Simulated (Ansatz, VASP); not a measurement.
**Zn4Se3S: VASP beside Ansatz**

```xyz
8
Lattice="5.6543 0.0000 0.0000 0.0000 5.6543 0.0000 0.0000 0.0000 5.6543" Properties=species:S:1:pos:R:3 pbc="T T T"
Zn    4.2766    4.2766    4.2766
Zn    4.2766    1.3776    1.3776
Zn    1.3776    4.2766    1.3776
Zn    1.3776    1.3776    4.2766
Se    2.8271    2.8271    0.0000
Se    2.8271    0.0000    2.8271
Se    0.0000    2.8271    2.8271
S     0.0000    0.0000    0.0000
```

Alike in both runs: task relaxation of cell and atoms; functional PBE; k mesh 6 × 6 × 6; occupations gaussian, width 0.02 eV; no spin polarisation.

|  | VASP | Ansatz |
| --- | --- | --- |
| version | VASP 6.6.1 | Ansatz 0.2.0 |
| potentials or method | VASP PAW PBE potentials, release 64 (Zn, Se, S), cutoff 600 eV | scalar-relativistic, plane waves, PAW |
| valence electrons in the cell | 72 | 102 |

|  | VASP | Ansatz | Ansatz less VASP |
| --- | --- | --- | --- |
| gap on the k mesh at the Fermi level, each at its own relaxed structure (eV) | 1.30 | 1.32 | +0.013 |
| relaxed volume (Å³/atom) | 22.73 | 22.65 | -0.081 |
| relaxed cell length with the largest relative difference (Å) | 5.666 | 5.659 | -0.0067 |

VASP's potentials hold 72 valence electrons a cell and Ansatz's 102, so a difference there can come from the potentials and not from the codes.
